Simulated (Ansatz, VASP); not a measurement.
**MnNbN2 in VASP and in Ansatz**

```
CELL_PARAMETERS angstrom
3.12281 0.00000 0.00000
0.00000 3.12281 0.00000
0.00000 0.00000 4.16538
ATOMIC_POSITIONS crystal
Mn 0.00000 0.00000 0.00000
Nb 0.50000 0.50000 0.50000
N 0.00000 0.00000 0.50000
N 0.50000 0.50000 0.00000
```

Change from the starting cell: species swapped into the CaCeN2 type (P4/mmm, No. 123).

Alike in both runs: task single point; functional PBE; k mesh 6 × 6 × 4; occupations gaussian, width 0.1 eV; collinear spin.

|  | VASP | Ansatz |
| --- | --- | --- |
| version | VASP 6.6.1 | Ansatz 0.2.0 |
| potentials or method | VASP PAW PBE potentials, release 64 (Mn_pv, Nb_sv, N), cutoff 520 eV | scalar-relativistic, plane waves, PAW |
| valence electrons in the cell | 36 | 38 |

```tsv
	VASP	Ansatz	Ansatz less VASP
gap on the k mesh at the Fermi level (eV)	none	none	-
pressure (GPa)	-0.5	-0.3	+0.19
traceless stress, the component that is largest in VASP (GPa)	10.80	10.76	-0.034
net moment per atom (μB)	0.74	0.74	0.000
size of the moment on the site where the two differ most (μB)	3.16	2.89	-0.276
```

Site moments also hang on the region over which each program counts them. A gap of «none» marks a metal or a gap that the smearing closes. VASP's potentials hold 36 valence electrons a cell and Ansatz's 38, so a difference there can come from the potentials and not from the codes.

The k mesh is coarse, so the values compare programs but aren't converged.
